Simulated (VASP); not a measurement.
# LiH (Fm-3m) in VASP: a series of runs

Runs on LiH. Level: PBEsol. Tasks: relaxation of cell and atoms.

Program: VASP 6.6.1. These are calculated values, not measurements. Logs are shortened: lines on timing, memory, paths and dates and some standing lists are left out, and cuts for length are marked.

### 1 The cell of the first run

Symmetry: Fm-3m, No. 225, cubic system. The conventional cell has a = 3.981 Å, b = 3.981 Å, c = 3.981 Å, α = 90.00°, β = 90.00°, γ = 90.00°. Within 2.6 Å of Li (site symmetry m-3m) lie 6 H at 1.99 Å. H (site symmetry m-3m) has 6 Li at 1.99 Å within 2.6 Å.

### 2 Relaxation of cell and atoms, PBEsol, target pressure 4 GPa, at which the enthalpy is minimised

Contents of INCAR:

```
PREC = Accurate
ENCUT = 600
EDIFF = 1E-6
ISMEAR = 0
SIGMA = 0.01
LREAL = False
LASPH = True
NELM = 60
ALGO = Normal
ISIF = 3
LWAVE = False
LCHARG = False
GGA = PS
IBRION = 2
NSW = 100
EDIFFG = -0.002
PSTRESS = 40.0
```

Contents of KPOINTS:

```
regular mesh
0
Gamma
  10 10 10
```

Contents of POSCAR:

```
LiH
1.0
    0.0000000000      1.9903704688      1.9903704688
    1.9903704688      0.0000000000      1.9903704688
    1.9903704688      1.9903704688      0.0000000000
Li H
1 1
Direct
    0.0000000000      0.0000000000      0.0000000000
    0.5000000000      0.5000000000      0.5000000000
```

Potentials or basis: VASP PAW PBE potentials, release 64 (Li_sv, H).

Command:

```bash
$ cat potpaw_PBE.64/Li_sv/POTCAR potpaw_PBE.64/H/POTCAR > POTCAR
$ mpirun -np 1 vasp_std > vasp.out
```

OUTCAR:

```text
PREC = Accurate
   ENCUT = 600
   EDIFF = 1E-6
   ISMEAR = 0
   LREAL = False
   LASPH = True
   NELM = 60
   ISIF = 3
   GGA = PS
   IBRION = 2
   NSW = 100
   EDIFFG = -0.002
   PSTRESS = 40.0

 ion  position               nearest neighbor table
   1  0.000  0.000  0.000-
   2  0.500  0.500  0.500-

  LATTYP: Found a face centered cubic cell.
 ALAT       =     3.9807409376

  Lattice vectors:

 A1 = (   0.0000000000,   1.9903704688,   1.9903704688)
 A2 = (   1.9903704688,   0.0000000000,   1.9903704688)
 A3 = (   1.9903704688,   1.9903704688,   0.0000000000)

Analysis of symmetry for initial positions (statically):
=====================================================================
 Subroutine PRICEL returns:
 Original cell was already a primitive cell.

 Routine SETGRP: Setting up the symmetry group for a
 face centered cubic supercell.

 Subroutine GETGRP returns: Found 48 space group operations
 (whereof 48 operations were pure point group operations)
 out of a pool of 48 trial point group operations.

The static configuration has the point symmetry O_h .

Analysis of symmetry for dynamics (positions and initial velocities):
=====================================================================
 Subroutine PRICEL returns:
 Original cell was already a primitive cell.

 Routine SETGRP: Setting up the symmetry group for a
 face centered cubic supercell.

 Subroutine GETGRP returns: Found 48 space group operations
 (whereof 48 operations were pure point group operations)
 out of a pool of 48 trial point group operations.

The dynamic configuration has the point symmetry O_h .

 Subroutine INISYM returns: Found 48 space group operations
 (whereof 48 operations are pure point group operations),
 and found     1 'primitive' translations

----------------------------------------------------------------------------------------

                                     Primitive cell

  volume of cell :      15.7700

  direct lattice vectors                    reciprocal lattice vectors
     0.000000000  1.990370469  1.990370469    -0.251209515  0.251209515  0.251209515
     1.990370469  0.000000000  1.990370469     0.251209515 -0.251209515  0.251209515
     1.990370469  1.990370469  0.000000000     0.251209515  0.251209515 -0.251209515

  length of vectors
[... 84 lines left out ...]
   EDIFFG = -.2E-02   stopping-criterion for IOM
   NSW    =    100    number of steps for IOM
   IBRION =      2    ionic relax: 0-MD 1-quasi-New 2-CG
   NFREE  =      1    steps in history (QN), initial steepest desc. (CG)
   ISIF   =      3    stress and relaxation
   ISYM   =      2    0-nonsym 1-usesym 2-fastsym
   POTIM  = 0.5000    time-step for ionic-motion
   TEBEG  =    0.0;   TEEND  =   0.0 temperature during run
   PSTRESS=   40.0 pullay stress
   NELECT =       4.0000    total number of electrons
   NUPDOWN=      -1.0000    fix difference up-down
   EMIN   =  10.00;   EMAX   =-10.00  energy-range for DOS
   EFERMI =   0.00;   METHOD = LEGACY
   ISMEAR =     0;   SIGMA  =   0.01  broadening in eV -4-tet -1-fermi 0-gaus
   EFERMI_NEDOS =   21; number of points for ismear=-14 and -15
   IALGO  =     38    algorithm
   IMIX   =      4    mixing-type and parameters
     AMIX     =   0.40;   BMIX     =  1.00
     AMIX_MAG =   1.60;   BMIX_MAG =  1.00
  volume/ion in A,a.u.               =       7.89        53.21
  Fermi-wavevector in a.u.,A,eV,Ry     =   1.036297  1.958317 14.611453  1.073911
  Thomas-Fermi vector in A             =   2.170681
   LORBIT       =      0    0 simple, 1 ext, 2 COOP (PROOUT), +10 PAW based schemes
   GGA     = PS    functional components
   LHFCALC =     F    Hartree Fock is set to
   AEXX    =    0.0000 exact exchange contribution
   IVDW    =     0    specifies the selected vdW correction
   LEPSILON=     F    determine dielectric tensor
   LRPA    =     F    only Hartree local field effects (RPA)
 conjugate gradient relaxation of ions
 non-spin polarized calculation
 Gauss-broadening in eV      SIGMA  =   0.01
  energy-cutoff  :      600.00
  volume of cell :       15.77
 maximum number of plane-waves:       544
   NGX = 11   NGY = 11   NGZ = 11

--------------------------------------- Ionic step        1  -------------------------------------------

 number of electron       3.9999997 magnetization

 Free energy of the ion-electron system (eV)
  ---------------------------------------------------
  ext. energy  EPLUGINS =         0.00000000
  ---------------------------------------------------
  free energy    TOTEN  =        -6.12135235 eV

  energy without entropy =       -6.12135235  energy(sigma->0) =       -6.12135235

------------------------ aborting loop because EDIFF is reached ----------------------------------------

  FORCE on cell =-STRESS in cart. coord.  units (eV):
  Direction    XX          YY          ZZ          XY          YZ          ZX
  --------------------------------------------------------------------------------------
  -------------------------------------------------------------------------------------
  Total       -0.0172709     -0.0172709     -0.0172709     -0.0000000     -0.0000000     -0.0000000
  in kB       -1.7546585     -1.7546585     -1.7546585     -0.0000000     -0.0000000     -0.0000000
  external PRESSURE =     -41.7546585 kB  Pullay stress =      40.0000000 kB
[... 101 lines left out ...]
--------------------------------------- Ionic step        4  -------------------------------------------

 number of electron       4.0000003 magnetization

 Free energy of the ion-electron system (eV)
  ---------------------------------------------------
  ext. energy  EPLUGINS =         0.00000000
  ---------------------------------------------------
  free energy    TOTEN  =        -6.10516506 eV

  energy without entropy =       -6.10516506  energy(sigma->0) =       -6.10516506

 E-fermi :   0.9801     XC(G=0):  -8.9993

 val. band max:        0.7461423629   @ k =   0.5000   0.5000   0.0000
 cond. band min:       3.3813395433   @ k =   0.5000   0.5000   0.0000
 fundamental gap:      2.6351971804
 Fermi energy:         0.9800620847

 k-point     1 :       0.0000    0.0000    0.0000
  band No.  band energies     occupation
      1     -42.8810      2.00000
      2      -5.2554      2.00000
      3      18.4270      0.00000
      4      19.6780      0.00000
      5      19.6780      0.00000
      6      19.6780      0.00000
[... 199 lines left out ...]
 k-point    24 :       0.4000    0.3000    0.0000
  band No.  band energies     occupation
      1     -42.7997      2.00000
      2      -1.9389      2.00000
      3       7.6376      0.00000
      4      11.5625      0.00000
      5      13.0068      0.00000
      6      17.7601      0.00000

 [... further k-points ...]
[... 5 lines left out ...]
  --------------------------------------------------------------------------------------
  -------------------------------------------------------------------------------------
  Total        0.3592155      0.3592155      0.3592155     -0.0000000     -0.0000000     -0.0000000
  in kB       40.2113819     40.2113819     40.2113819     -0.0000000     -0.0000000     -0.0000000
  external PRESSURE =       0.2113819 kB  Pullay stress =      40.0000000 kB
[... 21 lines left out ...]
  energy  without entropy=       -6.1051650568  energy(sigma->0) =       -6.10516506

  enthalpy is  TOTEN    =        -5.7478378922 eV   P V=        0.3573271646

 reached required accuracy - stopping structural energy minimisation
```

OSZICAR:

```text
N       E                     dE             d eps       ncg     rms          rms(c)
DAV:   1    -0.123898414085E+01   -0.12390E+01   -0.16814E+03   576   0.707E+02
DAV:   2    -0.625287994941E+01   -0.50139E+01   -0.50139E+01   816   0.684E+01
DAV:   3    -0.634513631650E+01   -0.92256E-01   -0.92256E-01   666   0.943E+00
[... 27 lines left out ...]
DAV:   2    -0.610523670018E+01    0.13953E-03   -0.21027E-04   660   0.168E-01    0.103E-01
DAV:   3    -0.610516642591E+01    0.70274E-04   -0.15535E-04   936   0.899E-02    0.892E-03
DAV:   4    -0.610516381798E+01    0.26079E-05   -0.29733E-06   546   0.246E-02    0.164E-03
DAV:   5    -0.610516537596E+01   -0.15580E-05   -0.69340E-07   318   0.999E-03    0.507E-04
DAV:   6    -0.610516505683E+01    0.31913E-06   -0.10838E-07   282   0.396E-03
   4 F= -.57478379E+01 E0= -.57478379E+01  d E =-.201998E-01
```

CONTCAR:

```text
LiH
   1.00000000000000
    -0.0000000000000000    1.9270613579510563    1.9270613579510563
     1.9270613579510563   -0.0000000000000000    1.9270613579510563
     1.9270613579510563    1.9270613579510563   -0.0000000000000000
  Li              H
     1     1
Direct
     0.0000000000000000    0.0000000000000000    0.0000000000000000
     0.5000000000000000    0.5000000000000000    0.5000000000000000

  0.00000000E+00  0.00000000E+00  0.00000000E+00
  0.00000000E+00  0.00000000E+00  0.00000000E+00
```

It took 18 s on 1 thread of Intel Xeon 8259CL, shared host; peak memory 0.13 GiB.

What came out:

```
Free energy                                            : -6.1052 eV
Relaxed volume                                         : 7.16 Å³/atom
Relaxed cell                                           : a = 2.725 Å, b = 2.725 Å, c = 2.725 Å, α = 60.00°, β = 60.00°, γ = 60.00°
Space group after relaxing (to 0.05 Å)                 : Fm-3m (No. 225)
Energy change on relaxing (the enthalpy is what falls) : +8.1 meV/atom
Ionic steps                                            : 4
Pressure after relaxing                                : 4.0 GPa
Band gap on the k mesh                                 : 2.64 eV, direct
```

Step by step:
| step | energy change (eV) | largest force (eV/Å) | pressure (GPa) | volume (Å³) |
| --- | --- | --- | --- | --- |
| 1 | 0.0000 | 0.0000 | -0.18 | 15.77 |
| 2 | 0.0011 | 0.0000 | 0.98 | 15.31 |
| 3 | 0.0130 | 0.0000 | 3.56 | 14.45 |
| 4 | 0.0162 | 0.0000 | 4.02 | 14.31 |

Final structure:
```
Li H
1.0
     0.00000    1.92706    1.92706
     1.92706    0.00000    1.92706
     1.92706    1.92706    0.00000
Li H
1 1
Direct
  0.00000 0.00000 0.00000
  0.50000 0.50000 0.50000
```

Levels at points of the mesh, in eV from the valence-band top:
```
           k point  band 1  band 2  band 3  band 4  band 5  band 6
(0.00, 0.00, 0.00)  -43.63   -6.00   17.68   18.93   18.93   18.93
(0.50, 0.00, 0.00)  -43.55   -3.07    4.99   14.61   17.37   17.37
(0.50, 0.50, 0.00)  -43.53    0.00    2.64   11.19   11.19   14.42
```

Caveat: the cutoff is under 1.25 times the usual one of these potentials, so pressure, stress and relaxed cells hold a basis-set (Pulay) error; the cell is relaxed towards a set pressure, so the enthalpy falls and the energy may rise; the PAW data sets were made with another functional, which shifts forces and pressure a little. A k mesh can miss the band edges.

(Part 1 of 2 ends here.)
